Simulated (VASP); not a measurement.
Crystal: BaZrO3.

```xyz
5
Lattice="4.2284 0.0000 0.0000 0.0000 4.2284 0.0000 0.0000 0.0000 4.2284" Properties=species:S:1:pos:R:3 pbc="T T T"
Ba    0.0000    0.0000    0.0000
Zr    2.1142    2.1142    2.1142
O     0.0000    2.1142    2.1142
O     2.1142    2.1142    0.0000
O     2.1142    0.0000    2.1142
```

Base run:

```yaml
Program: VASP 6.6.1
Functional: revPBE
Potentials_or_basis: VASP PAW PBE potentials, release 64 (Ba_sv, Zr_sv, O)
Cutoff: 520 eV
k_mesh: 8 × 8 × 8
Occupations: gaussian, width 0.05 eV
Spin: no spin polarisation
```

Its results: band gap on the k mesh 3.16 eV (least direct gap 3.42 eV); pressure 3.3 GPa.

The run is repeated on the same cell with these changes: functional from revPBE to PBE. What comes out?

Band gap on the k mesh 3.13 eV (least direct gap 3.38 eV); pressure 0.8 GPa.

PBE binds more tightly than revPBE, so the same cell stands under less pressure.

Caveats: spin-orbit coupling is left out, which moves the levels of the heavy elements; the cell stands under pressure (at least some runs); the PAW data sets were made with another functional, which shifts forces and pressure a little (at least some runs).

A k mesh can miss the band edges.
